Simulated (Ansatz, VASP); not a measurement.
**Two plane-wave programs on Ir**

```
CELL_PARAMETERS angstrom
2.53127 0.00000 0.00000
-1.26563 2.19214 0.00000
0.00000 0.00000 4.64078
ATOMIC_POSITIONS crystal
Ir 0.66667 0.33333 0.75000
Ir 0.33333 0.66667 0.25000
```

Change from the starting cell: strain -0.080 along x and y, +0.040 along z, atoms carried along.

Alike in both runs: task single point; functional PBE; k mesh 18 × 18 × 12; occupations gaussian, width 0.15 eV; no spin polarisation.

|  | VASP | Ansatz |
| --- | --- | --- |
| version | VASP 6.6.1 | Ansatz 0.2.0 |
| potentials or method | VASP PAW PBE potentials, release 64 (Ir), cutoff 520 eV | scalar-relativistic, plane waves, PAW |
| valence electrons in the cell | 18 | 34 |

Ansatz gave:

* gap on the k mesh at the Fermi level (eV): none
* pressure (GPa): 66.5
* traceless stress, the component that is largest in VASP (GPa): -51.48

Question: Which values does VASP return?

Answer: gap on the k mesh at the Fermi level (eV): none; pressure (GPa): 67.9; traceless stress, the component that is largest in VASP (GPa): -51.63.

A gap of «none» marks a metal or a gap that the smearing closes. Both programs put the cell under a high pressure, so it lies far from rest at this level. With one functional, cell and mesh, what is left measures potentials, basis and numerics. VASP's potentials hold 18 valence electrons a cell and Ansatz's 34, so a difference there can come from the potentials and not from the codes.

Neither program's run includes spin-orbit coupling. Noted on VASP's run: the cell as given lies far from equilibrium.
